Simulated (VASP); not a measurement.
# Cr (P6_3/mmc) in VASP: further runs

Runs on Cr. Level: PBE. Tasks: single point, relaxation of shape and atoms at fixed volume.

Program: VASP 6.6.1. These are calculated values, not measurements. Logs are shortened: lines on timing, memory, paths and dates and some standing lists are left out, and cuts for length are marked.

### Step 1. The cell of the first run

The structure is hexagonal, space group P6_3/mmc (No. 194). The conventional cell has a = 2.357 Å, b = 2.357 Å, c = 4.162 Å, α = 90.00°, β = 90.00°, γ = 120.00°. Within 3.1 Å of Cr (site symmetry -6m2) lie 12 Cr at 2.36 to 2.49 Å.

This isn't the form of Cr at room conditions, which is bcc.

### Step 2. Single point, PBE, collinear spin, ferromagnetic start (10.01 Å³/atom)

The input, INCAR:

```
SYSTEM = Cr
PREC     = Accurate       ! precision mode
ENCUT    = 520            ! plane-wave cutoff, eV
EDIFF    = 1E-6           ! SCF threshold, eV
ISMEAR   = -1             ! smearing method
SIGMA    = 0.08           ! smearing width, eV
LREAL    = .False.        ! projectors in reciprocal space
LASPH    = .True.         ! aspherical terms in the spheres
NELM     = 150            ! most SCF steps
ALGO     = Normal         ! electronic algorithm
ISIF     = 2              ! what is computed and relaxed
LWAVE    = .False.        ! write WAVECAR
LCHARG   = .False.        ! write CHGCAR
ISPIN    = 2              ! spin polarisation
MAGMOM   = 2 2            ! initial moments
LORBIT   = 11             ! projections on sites
LMAXMIX  = 4              ! l up to which the mixer works
GGA      = PE             ! functional
NBANDS   = 23             ! bands
```

The input, KPOINTS:

```
regular mesh
0
Gamma
  19 19 10
  0 0 0
```

The input, POSCAR:

```
Cr
1.0
    2.3572456148      0.0000000000      0.0000000000
   -1.1786228074      2.0414345854      0.0000000000
    0.0000000000      0.0000000000      4.1623308175
Cr
2
Direct
    0.3333333333      0.6666666667      0.2500000000
    0.6666666667      0.3333333333      0.7500000000
```

Potentials or basis: VASP PAW PBE potentials, release 64 (Cr_pv).

Started as:

```console
$ cat potpaw_PBE.64/Cr_pv/POTCAR > POTCAR
$ mpirun -np 1 vasp_std > vasp.out
```

OUTCAR:

```text
SYSTEM = Cr
   PREC = Accurate
   ENCUT = 520
   EDIFF = 1E-6
   ISMEAR = -1
   LREAL = .False.
   LASPH = .True.
   NELM = 150
   ISIF = 2
   ISPIN = 2
   LORBIT = 11
   GGA = PE

 ion  position               nearest neighbor table
   1  0.333  0.667  0.250-   2 2.49   2 2.49   2 2.49   2 2.49   2 2.49   2 2.49
   2  0.667  0.333  0.750-   1 2.49   1 2.49   1 2.49   1 2.49   1 2.49   1 2.49

  LATTYP: Found a hexagonal cell.
 ALAT       =     2.3572456148
 C/A-ratio  =     1.7657603397

  Lattice vectors:

 A1 = (   2.3572456148,   0.0000000000,   0.0000000000)
 A2 = (  -1.1786228074,   2.0414345854,   0.0000000000)
 A3 = (   0.0000000000,   0.0000000000,   4.1623308175)

Analysis of symmetry for initial positions (statically):
=====================================================================
 Subroutine PRICEL returns:
 Original cell was already a primitive cell.

 Routine SETGRP: Setting up the symmetry group for a
 hexagonal supercell.

 Subroutine GETGRP returns: Found 24 space group operations
 (whereof 12 operations were pure point group operations)
 out of a pool of 24 trial point group operations.

The static configuration has the point symmetry D_3d.
 The point group associated with its full space group is D_6h.

Analysis of symmetry for dynamics (positions and initial velocities):
=====================================================================
 Subroutine PRICEL returns:
 Original cell was already a primitive cell.

 Routine SETGRP: Setting up the symmetry group for a
 hexagonal supercell.

 Subroutine GETGRP returns: Found 24 space group operations
 (whereof 12 operations were pure point group operations)
 out of a pool of 24 trial point group operations.

The dynamic configuration has the point symmetry D_3d.
 The point group associated with its full space group is D_6h.

Analysis of structural, dynamic, and magnetic symmetry:
=====================================================================
 Subroutine PRICEL returns:
 Original cell was already a primitive cell.

 Routine SETGRP: Setting up the symmetry group for a
 hexagonal supercell.

 Subroutine GETGRP returns: Found 24 space group operations
 (whereof 12 operations were pure point group operations)
 out of a pool of 24 trial point group operations.

The overall configuration has the point symmetry D_3d.
 The point group associated with its full space group is D_6h.

 Subroutine INISYM returns: Found 24 space group operations
 (whereof 12 operations are pure point group operations),
 and found     1 'primitive' translations

----------------------------------------------------------------------------------------

                                     Primitive cell

  volume of cell :      20.0298

  direct lattice vectors                    reciprocal lattice vectors
     2.357245615  0.000000000  0.000000000     0.424223931  0.244925801  0.000000000
    -1.178622807  2.041434585  0.000000000     0.000000000  0.489851601  0.000000000
     0.000000000  0.000000000  4.162330818     0.000000000  0.000000000  0.240250005

  length of vectors
     2.357245615  2.357245615  4.162330818     0.489851601  0.489851601  0.240250005

  position of ions in fractional coordinates (direct lattice)
     0.333333333  0.666666667  0.250000000
     0.666666667  0.333333333  0.750000000

  ion indices of the primitive-cell ions
   primitive index   ion index
                 1           1
                 2           2

----------------------------------------------------------------------------------------

 KPOINTS: regular mesh

Automatic generation of k-mesh.
 Grid dimensions read from file:
 generate k-points for:   19   19   10

 Generating k-lattice:

  Cartesian coordinates                     Fractional coordinates (reciprocal lattice)
     0.022327575  0.012890832  0.000000000     0.052631579  0.000000000  0.000000000
     0.000000000  0.025781663  0.000000000     0.000000000  0.052631579  0.000000000
     0.000000000  0.000000000  0.024025001     0.000000000  0.000000000  0.100000000

  Length of vectors
     0.025781663  0.025781663  0.024025001

  Shift w.r.t. Gamma in fractional coordinates (k-lattice)
     0.000000000  0.000000000  0.000000000

 Subroutine IBZKPT returns following result:
 ===========================================

 Found    240 irreducible k-points:

 Following reciprocal coordinates:
            Coordinates               Weight
  0.000000  0.000000  0.000000      1.000000
  0.052632 -0.000000  0.000000      6.000000
  0.105263 -0.000000  0.000000      6.000000
  0.157895  0.000000  0.000000      6.000000
  0.210526 -0.000000  0.000000      6.000000
  0.263158  0.000000  0.000000      6.000000
[... 16 lines left out ...]
  0.263158  0.105263  0.000000     12.000000
  0.315789  0.105263  0.000000     12.000000
 [... further k-points ...]
   k-points           NKPTS =    240   k-points in BZ     NKDIM =    240   number of bands    NBANDS=     23
   number of dos      NEDOS =    301   number of ions     NIONS =      2
   total plane-waves  NPLWV =  10368
   dimension x,y,z NGX =    18 NGY =   18 NGZ =   32
   dimension x,y,z NGXF=    36 NGYF=   36 NGZF=   64
   ions per type =               2
   NGX,Y,Z   is equivalent  to a cutoff of  12.69, 12.69, 12.78 a.u.
   NGXF,Y,Z  is equivalent  to a cutoff of  25.39, 25.39, 25.56 a.u.
 SYSTEM =  Cr
   PREC   = accura    normal or accurate (medium, high low for compatibility)
   ISTART =      0    job   : 0-new  1-cont  2-samecut
   ICHARG =      2    charge: 1-file 2-atom 10-const
   ISPIN  =      2    spin polarized calculation?
   LNONCOLLINEAR =      F non collinear calculations
   LSORBIT =      F    spin-orbit coupling
   LASPH  =      T    aspherical Exc in radial PAW
   ENCUT  =  520.0 eV  38.22 Ry    6.18 a.u.   4.38  4.38  7.74*2*pi/ulx,y,z
   NELM   =    150;   NELMIN=  2; NELMDL= -5     # of ELM steps
   EDIFF  = 0.1E-05   stopping-criterion for ELM
   LREAL  =      F    real-space projection
   EDIFFG = 0.1E-04   stopping-criterion for IOM
   NSW    =      0    number of steps for IOM
   IBRION =     -1    ionic relax: 0-MD 1-quasi-New 2-CG
   NFREE  =      0    steps in history (QN), initial steepest desc. (CG)
   ISIF   =      2    stress and relaxation
   ISYM   =      2    0-nonsym 1-usesym 2-fastsym
   POTIM  = 0.5000    time-step for ionic-motion
   TEBEG  =    0.0;   TEEND  =   0.0 temperature during run
   PSTRESS=    0.0 pullay stress
   NELECT =      24.0000    total number of electrons
   NUPDOWN=      -1.0000    fix difference up-down
   EMIN   =  10.00;   EMAX   =-10.00  energy-range for DOS
   EFERMI =   0.00;   METHOD = LEGACY
   ISMEAR =    -1;   SIGMA  =   0.08  broadening in eV -4-tet -1-fermi 0-gaus
   EFERMI_NEDOS =   21; number of points for ismear=-14 and -15
   IALGO  =     38    algorithm
   IMIX   =      4    mixing-type and parameters
     AMIX     =   0.40;   BMIX     =  1.00
     AMIX_MAG =   1.60;   BMIX_MAG =  1.00
  volume/ion in A,a.u.               =      10.01        67.58
  Fermi-wavevector in a.u.,A,eV,Ry     =   1.738813  3.285881 41.136828  3.023472
  Thomas-Fermi vector in A             =   2.811774
   LORBIT       =     11    0 simple, 1 ext, 2 COOP (PROOUT), +10 PAW based schemes
   GGA     = PE    functional components
   LHFCALC =     F    Hartree Fock is set to
   AEXX    =    0.0000 exact exchange contribution
   IVDW    =     0    specifies the selected vdW correction
   LEPSILON=     F    determine dielectric tensor
   LRPA    =     F    only Hartree local field effects (RPA)
 spin polarized calculation
  energy-cutoff  :      520.00
  volume of cell :       20.03
 maximum number of plane-waves:       562
 NGX is ok and might be reduce to    18
   NGX =  9   NGY =  9   NGZ = 15

 number of electron      23.9999993 magnetization       0.3823932

 number of electron      23.9999993 magnetization      -0.0000003

 Free energy of the ion-electron system (eV)
  ---------------------------------------------------
  ext. energy  EPLUGINS =         0.00000000
  ---------------------------------------------------
  free energy    TOTEN  =       -17.66578683 eV

  energy without entropy =      -17.60797608  energy(sigma->0) =      -17.63688146

 E-fermi :  12.9566     XC(G=0): -14.4974

 val. band max:       12.9546188569   @ k =   0.4211   0.1579   0.2000
 cond. band min:      12.9661501718   @ k =   0.3158   0.0526   0.1000
 fundamental gap:      0.0115313148
 Fermi energy:        12.9566243950

 spin component 1

 k-point     1 :       0.0000    0.0000    0.0000
  band No.  band energies     occupation
      1     -30.5417      1.00000
      2     -29.3277      1.00000
      3     -29.1928      1.00000
      4     -29.1928      1.00000
      5     -29.0773      1.00000
      6     -29.0773      1.00000
[... 15 lines left out ...]
     22      34.1243      0.00000
     23      34.6605      0.00000

 k-point     2 :       0.0526   -0.0000    0.0000
  band No.  band energies     occupation
      1     -30.5283      1.00000
      2     -29.3293      1.00000
      3     -29.2311      1.00000
      4     -29.2033      1.00000
      5     -29.1166      1.00000
      6     -29.0838      1.00000
[... 15 lines left out ...]
     22      34.1446      0.00000
     23      34.8087      0.00000
[... 544 lines left out ...]
     22      27.9494      0.00000
     23      31.3499      0.00000

 k-point    24 :       0.3158    0.1053    0.0000
  band No.  band energies     occupation
      1     -30.3398      1.00000
      2     -30.1933      1.00000
      3     -30.0240      1.00000
      4     -29.5678      1.00000
      5     -29.4619      1.00000
      6     -29.3774      1.00000
[... 15 lines left out ...]
     22      26.7546      0.00000
     23      30.4889      0.00000

 [... further k-points ...]

 spin component 2

 k-point     1 :       0.0000    0.0000    0.0000
  band No.  band energies     occupation
      1     -30.5416      1.00000
      2     -29.3277      1.00000
      3     -29.1927      1.00000
      4     -29.1927      1.00000
      5     -29.0773      1.00000
      6     -29.0773      1.00000
[... 15 lines left out ...]
     22      34.1247      0.00000
     23      34.6608      0.00000

 k-point     2 :       0.0526   -0.0000    0.0000
  band No.  band energies     occupation
      1     -30.5283      1.00000
      2     -29.3293      1.00000
      3     -29.2311      1.00000
      4     -29.2032      1.00000
      5     -29.1165      1.00000
      6     -29.0837      1.00000
[... 15 lines left out ...]
     22      34.1449      0.00000
     23      34.8090      0.00000
[... 544 lines left out ...]
     22      27.9495      0.00000
     23      31.3500      0.00000

 k-point    24 :       0.3158    0.1053    0.0000
  band No.  band energies     occupation
      1     -30.3397      1.00000
      2     -30.1932      1.00000
      3     -30.0239      1.00000
      4     -29.5677      1.00000
      5     -29.4618      1.00000
      6     -29.3774      1.00000
[... 15 lines left out ...]
     22      26.7547      0.00000
     23      30.4890      0.00000

 [... further k-points ...]

------------------------ aborting loop because EDIFF is reached ----------------------------------------

  FORCE on cell =-STRESS in cart. coord.  units (eV):
  Direction    XX          YY          ZZ          XY          YZ          ZX
  --------------------------------------------------------------------------------------
  -------------------------------------------------------------------------------------
  Total        7.2389074      7.2389074      7.2194106      0.0000000      0.0000000      0.0000000
  in kB      579.0375179    579.0375179    577.4779788      0.0000000      0.0000000      0.0000000
  external PRESSURE =     578.5176715 kB  Pullay stress =       0.0000000 kB

 VOLUME and BASIS-vectors are now :
 -----------------------------------------------------------------------------
  energy-cutoff  :      520.00
  volume of cell :       20.03
      direct lattice vectors                 reciprocal lattice vectors
     2.357245615  0.000000000  0.000000000     0.424223931  0.244925801  0.000000000
    -1.178622807  2.041434585  0.000000000     0.000000000  0.489851601  0.000000000
     0.000000000  0.000000000  4.162330818     0.000000000  0.000000000  0.240250005

 POSITION                                       TOTAL-FORCE (eV/Angst)
 -----------------------------------------------------------------------------------
     -0.00000      1.36096      1.04058        -0.000000      0.000000      0.000000
      1.17862      0.68048      3.12175         0.000000     -0.000000      0.000000
 -----------------------------------------------------------------------------------
    total drift:                               -0.000000      0.000000     -0.000000

  FREE ENERGIE OF THE ION-ELECTRON SYSTEM (eV)
  ---------------------------------------------------
  free  energy   TOTEN  =       -17.6657868345 eV

  energy  without entropy=      -17.6079760811  energy(sigma->0) =      -17.63688146

 total charge

# of ion       s       p       d       tot
------------------------------------------
    1        0.507   6.477   4.457  11.441
    2        0.507   6.477   4.457  11.441
--------------------------------------------------
tot          1.015  12.954   8.914  22.883

 magnetization (x)

# of ion       s       p       d       tot
------------------------------------------
    1        0.000   0.000  -0.000  -0.000
    2        0.000   0.000  -0.000  -0.000
--------------------------------------------------
tot          0.000   0.000  -0.000  -0.000
```

Run time: 4.5 min. Hardware: 1 thread of Intel Xeon 8259CL, shared host; peak memory 0.26 GiB.

Results:

- Free energy: -17.6658 eV
- Pressure: 57.9 GPa
- Band gap on the k mesh: zero (filled and empty bands overlap)
- Net moment: 0.00 μB per cell
- Valence electrons inside the program's atomic spheres: Cr 11.44

Caveat: the cell stands under pressure; an empty level that is flat over the whole mesh can mark a ghost state of the potentials, or a narrow d or f band.

(Continued in part 2 of 2.)
